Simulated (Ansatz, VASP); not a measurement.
# Two plane-wave programs on SnO

```
Sn O
1.0
     3.65280    0.00000    0.00000
     0.00000    3.65280    0.00000
     0.00000    0.00000    4.42340
Sn O
2 2
Direct
  0.00000 0.50000 0.24560
  0.50000 0.00000 0.75440
  0.00000 0.00000 0.00000
  0.50000 0.50000 0.00000
```

Alike in both runs: task single point; functional LDA; k mesh 10 × 10 × 8; occupations gaussian, width 0.15 eV; no spin polarisation.

```csv
,VASP,Ansatz
version,VASP 6.6.1,Ansatz 0.2.0
potentials or method,"VASP PAW LDA potentials, release 64 (Sn_d, O), cutoff 520 eV","scalar-relativistic, plane waves, PAW"
valence electrons in the cell,40,40
```

VASP gave:

| Quantity | Value |
| --- | --- |
| gap on the k mesh at the Fermi level (eV) | none |
| pressure (GPa) | 15.6 |
| traceless stress, the component that is largest in VASP (GPa) | -1.13 |
| rms of the force components (eV/Å) | 0.851 |

Task: What did Ansatz give for the same quantities?

Result: gap on the k mesh at the Fermi level (eV): none; pressure (GPa): 14.7; traceless stress, the component that is largest in VASP (GPa): -1.06; rms of the force components (eV/Å): 0.776.

Ansatz warns that its potentials were made for another functional, while VASP's fit it. LDA's correlation is that of Perdew and Zunger in VASP and of Perdew and Wang (1992) in Ansatz. Atom by atom the forces differ by 0.075 eV/Å (rms over components). A gap of «none» marks a metal or a gap that the smearing closes.
